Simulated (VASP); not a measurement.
# C in VASP: a series of runs

The runs below take C through single point, relaxation of the atoms, with PBE+D3(BJ).

Everything below comes from runs of VASP 6.6.1. Logs are shortened: lines on timing, memory, paths and dates and some standing lists are left out, and cuts for length are marked.

## (1) The cell of the first run

The cell holds a slab with vacuum, 2 atoms: a = 2.466 Å, b = 2.466 Å, c = 17.000 Å, α = 90.00°, β = 90.00°, γ = 120.00°.

## (2) Single point, PBE+D3(BJ)

The input, INCAR:

```
SYSTEM = C
  PREC = Accurate
  ENCUT = 520
  EDIFF = 1E-7
  ISMEAR = 0
  SIGMA = 0.05
  LREAL = .False.
  LASPH = .True.
  NELM = 60
  ALGO = Normal
  ISIF = 2
  LWAVE = .False.
  LCHARG = .True.
  LDIPOL = .True.
  IDIPOL = 3
  DIPOL = 0.5 0.5 0.500
  GGA = PE
  IVDW = 12
  LELF = .True.
  LVHAR = .True.
  LVACPOTAV = .True.
  NBANDS = 11
```

The input, KPOINTS:

```
regular mesh
0
Gamma
  48 48 1
  0 0 0
```

The input, POSCAR:

```
C
1.0
    2.4657106113     -0.0000000029      0.0000000000
   -1.2328553031      2.1353680292      0.0000000000
    0.0000000000      0.0000000000     17.0000000000
C
2
Direct
    0.0000000000      0.0000000000      0.5000000000
    0.3333333333      0.6666666667      0.5000000000
```

Potentials or basis: VASP PAW PBE potentials, release 64 (C).

The run is started by

```bash
cat potpaw_PBE.64/C/POTCAR > POTCAR
mpirun -np 1 vasp_std > vasp.out
```

OUTCAR:

```text
SYSTEM = C
   PREC = Accurate
   ENCUT = 520
   EDIFF = 1E-7
   ISMEAR = 0
   LREAL = .False.
   LASPH = .True.
   NELM = 60
   ISIF = 2
   GGA = PE
   IVDW = 12
 IVDW          = 12

 ion  position               nearest neighbor table
   1  0.000  0.000  0.500-   2 1.42   2 1.42   2 1.42
   2  0.333  0.667  0.500-   1 1.42   1 1.42   1 1.42

  LATTYP: Found a hexagonal cell.
 ALAT       =     2.4657106113
 C/A-ratio  =     6.8945641561

  Lattice vectors:

 A1 = (   2.4657106113,  -0.0000000029,   0.0000000000)
 A2 = (  -1.2328553031,   2.1353680292,   0.0000000000)
 A3 = (   0.0000000000,   0.0000000000,  17.0000000000)

Analysis of symmetry for initial positions (statically):
=====================================================================
 Subroutine PRICEL returns:
 Original cell was already a primitive cell.

 Routine SETGRP: Setting up the symmetry group for a
 hexagonal supercell.

 Subroutine GETGRP returns: Found 24 space group operations
 (whereof 12 operations were pure point group operations)
 out of a pool of 24 trial point group operations.

The static configuration has the point symmetry D_3h.
 The point group associated with its full space group is D_6h.

Analysis of symmetry for dynamics (positions and initial velocities):
=====================================================================
 Subroutine PRICEL returns:
 Original cell was already a primitive cell.

 Routine SETGRP: Setting up the symmetry group for a
 hexagonal supercell.

 Subroutine GETGRP returns: Found 24 space group operations
 (whereof 12 operations were pure point group operations)
 out of a pool of 24 trial point group operations.

The dynamic configuration has the point symmetry D_3h.
 The point group associated with its full space group is D_6h.

 Subroutine INISYM returns: Found 24 space group operations
 (whereof 12 operations are pure point group operations),
 and found     1 'primitive' translations

----------------------------------------------------------------------------------------

                                     Primitive cell

  volume of cell :      89.5084

  direct lattice vectors                    reciprocal lattice vectors
     2.465710611 -0.000000003  0.000000000     0.405562598  0.234151674  0.000000000
    -1.232855303  2.135368029  0.000000000     0.000000001  0.468303350  0.000000000
     0.000000000  0.000000000 17.000000000     0.000000000  0.000000000  0.058823529

  length of vectors
     2.465710611  2.465710611 17.000000000     0.468303350  0.468303350  0.058823529

  position of ions in fractional coordinates (direct lattice)
     0.000000000  0.000000000  0.500000000
     0.333333333  0.666666667  0.500000000

  ion indices of the primitive-cell ions
   primitive index   ion index
                 1           1
                 2           2

----------------------------------------------------------------------------------------

 KPOINTS: regular mesh

Automatic generation of k-mesh.
 Grid dimensions read from file:
 generate k-points for:   48   48    1

 Generating k-lattice:

  Cartesian coordinates                     Fractional coordinates (reciprocal lattice)
     0.008449221  0.004878160  0.000000000     0.020833333  0.000000000  0.000000000
     0.000000000  0.009756320  0.000000000     0.000000000  0.020833333  0.000000000
     0.000000000  0.000000000  0.058823529     0.000000000  0.000000000  1.000000000

  Length of vectors
     0.009756320  0.009756320  0.058823529

  Shift w.r.t. Gamma in fractional coordinates (k-lattice)
     0.000000000  0.000000000  0.000000000

 Subroutine IBZKPT returns following result:
 ===========================================

 Found    217 irreducible k-points:

 Following reciprocal coordinates:
            Coordinates               Weight
  0.000000  0.000000  0.000000      1.000000
  0.020833 -0.000000  0.000000      6.000000
  0.041667 -0.000000  0.000000      6.000000
  0.062500  0.000000  0.000000      6.000000
  0.083333 -0.000000  0.000000      6.000000
  0.104167 -0.000000  0.000000      6.000000
[... 16 lines left out ...]
  0.458333 -0.000000  0.000000      6.000000
  0.479167 -0.000000  0.000000      6.000000
 [... further k-points ...]
   k-points           NKPTS =    217   k-points in BZ     NKDIM =    217   number of bands    NBANDS=     11
   number of dos      NEDOS =    301   number of ions     NIONS =      2
   total plane-waves  NPLWV =  40824
   dimension x,y,z NGX =    18 NGY =   18 NGZ =  126
   dimension x,y,z NGXF=    36 NGYF=   36 NGZF=  252
   ions per type =               2
   NGX,Y,Z   is equivalent  to a cutoff of  12.14, 12.14, 12.32 a.u.
   NGXF,Y,Z  is equivalent  to a cutoff of  24.27, 24.27, 24.64 a.u.
 SYSTEM =  C
   PREC   = accura    normal or accurate (medium, high low for compatibility)
   ISTART =      0    job   : 0-new  1-cont  2-samecut
   ICHARG =      2    charge: 1-file 2-atom 10-const
   ISPIN  =      1    spin polarized calculation?
   LNONCOLLINEAR =      F non collinear calculations
   LSORBIT =      F    spin-orbit coupling
   LASPH  =      T    aspherical Exc in radial PAW
   ENCUT  =  520.0 eV  38.22 Ry    6.18 a.u.   4.58  4.58 31.61*2*pi/ulx,y,z
   NELM   =     60;   NELMIN=  2; NELMDL= -5     # of ELM steps
   EDIFF  = 0.1E-06   stopping-criterion for ELM
   LREAL  =      F    real-space projection
   EDIFFG = 0.1E-05   stopping-criterion for IOM
   NSW    =      0    number of steps for IOM
   IBRION =     -1    ionic relax: 0-MD 1-quasi-New 2-CG
   NFREE  =      0    steps in history (QN), initial steepest desc. (CG)
   ISIF   =      2    stress and relaxation
   ISYM   =      2    0-nonsym 1-usesym 2-fastsym
   POTIM  = 0.5000    time-step for ionic-motion
   TEBEG  =    0.0;   TEEND  =   0.0 temperature during run
   PSTRESS=    0.0 pullay stress
   NELECT =       8.0000    total number of electrons
   NUPDOWN=      -1.0000    fix difference up-down
   EMIN   =  10.00;   EMAX   =-10.00  energy-range for DOS
   EFERMI =   0.00;   METHOD = LEGACY
   ISMEAR =     0;   SIGMA  =   0.05  broadening in eV -4-tet -1-fermi 0-gaus
   EFERMI_NEDOS =   21; number of points for ismear=-14 and -15
   IALGO  =     38    algorithm
   IMIX   =      4    mixing-type and parameters
     AMIX     =   0.40;   BMIX     =  1.00
     AMIX_MAG =   1.60;   BMIX_MAG =  1.00
  volume/ion in A,a.u.               =      44.75       302.02
  Fermi-wavevector in a.u.,A,eV,Ry     =   0.731954  1.383192  7.289405  0.535756
  Thomas-Fermi vector in A             =   1.824298
   LORBIT       =      0    0 simple, 1 ext, 2 COOP (PROOUT), +10 PAW based schemes
   GGA     = PE    functional components
   LHFCALC =     F    Hartree Fock is set to
   AEXX    =    0.0000 exact exchange contribution
   IVDW    =    12    specifies the selected vdW correction
   LEPSILON=     F    determine dielectric tensor
   LRPA    =     F    only Hartree local field effects (RPA)
 non-spin polarized calculation
 Gauss-broadening in eV      SIGMA  =   0.05
  energy-cutoff  :      520.00
  volume of cell :       89.51
 maximum number of plane-waves:      2444
   NGX =  9   NGY =  9   NGZ = 63

 dipolmoment           0.000000      0.000000      0.000000 electrons x Angstroem

 number of electron       7.9999997 magnetization

 dipolmoment           0.000000      0.000000     -0.000000 electrons x Angstroem

 Free energy of the ion-electron system (eV)
  ---------------------------------------------------
  ext. energy  EPLUGINS =         0.00000000
  ---------------------------------------------------
  free energy    TOTEN  =       -18.45175086 eV

  energy without entropy =      -18.45170189  energy(sigma->0) =      -18.45172638

 E-fermi :  -2.4766     XC(G=0):  -2.5314

 val. band max:       -2.4766154215   @ k =   0.3333   0.3333   0.0000
 cond. band min:      -2.4766154167   @ k =   0.3333   0.3333   0.0000
 fundamental gap:      0.0000000048
 Fermi energy:        -2.4766154178

 k-point     1 :       0.0000    0.0000    0.0000
  band No.  band energies     occupation
      1     -22.0019      2.00000
      2     -10.0961      2.00000
      3      -5.5227      2.00000
      4      -5.5227      2.00000
      5       0.7809      0.00000
      6       1.6225      0.00000
      7       2.0780      0.00000
      8       3.4511      0.00000
      9       4.0667      0.00000
     10       5.8310      0.00000
     11       5.8310      0.00000

 k-point     2 :       0.0208   -0.0000    0.0000
  band No.  band energies     occupation
      1     -21.9916      2.00000
      2     -10.0838      2.00000
      3      -5.5654      2.00000
      4      -5.5453      2.00000
      5       0.7948      0.00000
      6       1.6366      0.00000
      7       2.0923      0.00000
      8       3.4651      0.00000
      9       4.0806      0.00000
     10       5.8374      0.00000
     11       5.8760      0.00000

 k-point     3 :       0.0417   -0.0000    0.0000
  band No.  band energies     occupation
      1     -21.9608      2.00000
      2     -10.0470      2.00000
      3      -5.6919      2.00000
      4      -5.6119      2.00000
      5       0.8366      0.00000
      6       1.6788      0.00000
      7       2.1350      0.00000
      8       3.5073      0.00000
      9       4.1224      0.00000
     10       5.8545      0.00000
     11       6.0097      0.00000
[... 267 lines left out ...]
 k-point    23 :       0.4583   -0.0000    0.0000
  band No.  band energies     occupation
      1     -17.2637      2.00000
      2     -15.1527      2.00000
      3      -8.8594      2.00000
      4      -5.0890      2.00000
      5      -0.4831      0.00000
      6       4.9128      0.00000
      7       7.4741      0.00000
      8       8.3683      0.00000
      9       8.9655      0.00000
     10      10.0243      0.00000
     11      10.1478      0.00000

 k-point    24 :       0.4792   -0.0000    0.0000
  band No.  band energies     occupation
      1     -16.9255      2.00000
      2     -15.5367      2.00000
      3      -8.8900      2.00000
      4      -4.9040      2.00000
      5      -0.7162      0.00000
      6       4.8975      0.00000
      7       8.0786      0.00000
      8       8.9711      0.00000
      9       9.3619      0.00000
     10       9.6067      0.00000
     11      10.2325      0.00000

 [... further k-points ...]

------------------------ aborting loop because EDIFF is reached ----------------------------------------

 Edisp (eV)   -0.17733

 E8    (eV) :    -0.0555

  FORCE on cell =-STRESS in cart. coord.  units (eV):
  Direction    XX          YY          ZZ          XY          YZ          ZX
  --------------------------------------------------------------------------------------
  -------------------------------------------------------------------------------------
  Total       0.07622     0.07622    -0.01149     0.00000     0.00000     0.00000
  in kB       1.36425     1.36425    -0.20573     0.00000     0.00000     0.00000
  external pressure =        0.84 kB  Pullay stress =        0.00 kB

 VOLUME and BASIS-vectors are now :
 -----------------------------------------------------------------------------
  energy-cutoff  :      520.00
  volume of cell :       89.51
      direct lattice vectors                 reciprocal lattice vectors
     2.465710611 -0.000000003  0.000000000     0.405562598  0.234151674  0.000000000
    -1.232855303  2.135368029  0.000000000     0.000000001  0.468303350  0.000000000
     0.000000000  0.000000000 17.000000000     0.000000000  0.000000000  0.058823529

 POSITION                                       TOTAL-FORCE (eV/Angst)
 -----------------------------------------------------------------------------------
      0.00000      0.00000      8.50000        -0.000000      0.000000      0.000000
      0.00000      1.42358      8.50000         0.000000     -0.000000      0.000000
 -----------------------------------------------------------------------------------
    total drift:                                0.000000     -0.000000     -0.000000

  FREE ENERGIE OF THE ION-ELECTRON SYSTEM (eV)
  ---------------------------------------------------
  free  energy   TOTEN  =       -18.6290763896 eV

  energy  without entropy=      -18.6290274148  energy(sigma->0) =      -18.62905190

 vacuum level on the upper side and lower side of the slab         1.767         1.767
```

It took 3 min on 1 thread of Intel Xeon Platinum 8488C (Sapphire Rapids), shared host; peak memory 0.31 GiB.

What came out:

| Property | Result |
| --- | --- |
| Free energy | -18.6291 eV |
| Band gap on the k mesh | zero (filled and empty bands touch) |
| Dispersion energy per atom | -0.089 eV |

Levels at points of the mesh, in eV from the Fermi level:
| k point | band 1 | band 2 | band 3 | band 4 | band 5 | band 6 | band 7 | band 8 | band 9 |
| --- | --- | --- | --- | --- | --- | --- | --- | --- | --- |
| (0.00, 0.00, 0.00) | -19.53 | -7.62 | -3.05 | -3.05 | 3.26 | 4.10 | 4.55 | 5.93 | 6.54 |
| (0.50, 0.00, 0.00) | -14.28 | -13.24 | -6.42 | -2.36 | 1.68 | 7.37 | 11.11 | 11.26 | 11.97 |

## (3) Relaxation of the atoms, PBE+D3(BJ)

The input, INCAR:

```
PREC = Accurate
ENCUT = 520
EDIFF = 1E-6
ISMEAR = 0
SIGMA = 0.05
LREAL = F
LASPH = T
NELM = 80
ALGO = Normal
ISIF = 2
LWAVE = F
LCHARG = F
LDIPOL = T
IDIPOL = 3
DIPOL = 0.5 0.5 0.500
GGA = PE
IVDW = 12
IBRION = 2
NSW = 60
EDIFFG = -0.04
```

The input, KPOINTS:

```
Automatic mesh
0
Gamma
  12 12 1
```

POSCAR is that of step 2.

Potentials or basis: VASP PAW PBE potentials, release 64 (C).

The run is started by

```bash
cat potpaw_PBE.64/C/POTCAR > POTCAR
mpirun -np 1 vasp_std > vasp.out
```

OUTCAR:

```text
PREC = Accurate
   ENCUT = 520
   EDIFF = 1E-6
   ISMEAR = 0
   LREAL = F
   LASPH = T
   NELM = 80
   ISIF = 2
   GGA = PE
   IVDW = 12
   IBRION = 2
   NSW = 60
   EDIFFG = -0.04
 IVDW          = 12

 ion  position               nearest neighbor table
   1  0.000  0.000  0.500-   2 1.42   2 1.42   2 1.42
   2  0.333  0.667  0.500-   1 1.42   1 1.42   1 1.42

  LATTYP: Found a hexagonal cell.
 ALAT       =     2.4657106113
 C/A-ratio  =     6.8945641561

  Lattice vectors:
[... 399 lines left out ...]

 Edisp (eV)   -0.17733

 E8    (eV) :    -0.0555

  FORCE on cell =-STRESS in cart. coord.  units (eV):
  Direction    XX          YY          ZZ          XY          YZ          ZX
  --------------------------------------------------------------------------------------
  -------------------------------------------------------------------------------------
  Total       0.08541     0.08541    -0.01152     0.00000     0.00000    -0.00000
  in kB       1.52877     1.52877    -0.20618     0.00000     0.00000    -0.00000
  external pressure =        0.95 kB  Pullay stress =        0.00 kB

 VOLUME and BASIS-vectors are now :
 -----------------------------------------------------------------------------
  energy-cutoff  :      520.00
  volume of cell :       89.51
      direct lattice vectors                 reciprocal lattice vectors
     2.465710611 -0.000000003  0.000000000     0.405562598  0.234151674  0.000000000
    -1.232855303  2.135368029  0.000000000     0.000000001  0.468303350  0.000000000
     0.000000000  0.000000000 17.000000000     0.000000000  0.000000000  0.058823529

 POSITION                                       TOTAL-FORCE (eV/Angst)
 -----------------------------------------------------------------------------------
      0.00000      0.00000      8.50000        -0.000000      0.000000      0.000000
      0.00000      1.42358      8.50000         0.000000      0.000000      0.000000
 -----------------------------------------------------------------------------------
    total drift:                                0.000000     -0.000000     -0.000000

  FREE ENERGIE OF THE ION-ELECTRON SYSTEM (eV)
  ---------------------------------------------------
  free  energy   TOTEN  =       -18.6224709720 eV

  energy  without entropy=      -18.6216873753  energy(sigma->0) =      -18.62207917

 reached required accuracy - stopping structural energy minimisation

 vacuum level on the upper side and lower side of the slab         1.715         1.715
```

OSZICAR:

```text
N       E                     dE             d eps       ncg     rms          rms(c)
DAV:   1     0.543166738924E+02    0.54317E+02   -0.34264E+03   320   0.729E+02
DAV:   2    -0.149592225539E+02   -0.69276E+02   -0.59465E+02   416   0.144E+02
DAV:   3    -0.196737721297E+02   -0.47145E+01   -0.47138E+01   464   0.532E+01
[... 11 lines left out ...]
DAV:  15    -0.184451223967E+02   -0.10410E-03   -0.14784E-05   344   0.136E-02    0.383E-03
DAV:  16    -0.184451384680E+02   -0.16071E-04   -0.35796E-07   416   0.371E-03    0.184E-03
DAV:  17    -0.184451442596E+02   -0.57916E-05   -0.11228E-07   352   0.200E-03    0.444E-04
DAV:  18    -0.184451453694E+02   -0.11098E-05   -0.26521E-08   416   0.646E-04    0.910E-05
DAV:  19    -0.184451454449E+02   -0.75447E-07   -0.11031E-09   376   0.135E-04
   1 F= -.18622471E+02 E0= -.18622079E+02  d E =-.186225E+02
```

CONTCAR:

```text
C
   1.00000000000000
     2.4657106113000000   -0.0000000029000000    0.0000000000000000
    -1.2328553031000000    2.1353680291999999    0.0000000000000000
     0.0000000000000000    0.0000000000000000   17.0000000000000000
  C
     2
Direct
     0.0000000000000000    0.0000000000000000    0.5000000000000000
     0.3333333332999970    0.6666666667000030    0.5000000000000000

  0.00000000E+00  0.00000000E+00  0.00000000E+00
  0.00000000E+00  0.00000000E+00  0.00000000E+00
```

Wall time 16 s (1 thread of Intel Xeon Platinum 8488C (Sapphire Rapids), shared host); peak memory 0.18 GiB.

What came out:

- Free energy: -18.6225 eV
- Band gap on the k mesh: zero (filled and empty bands touch)
- Dispersion energy per atom: -0.089 eV

Final structure:
```
CELL_PARAMETERS angstrom
2.46571 0.00000 0.00000
-1.23286 2.13537 0.00000
0.00000 0.00000 17.00000
ATOMIC_POSITIONS crystal
C 0.00000 0.00000 0.50000
C 0.33333 0.66667 0.50000
```

Caveat: the relaxation stopped at its first step, so nothing moved.
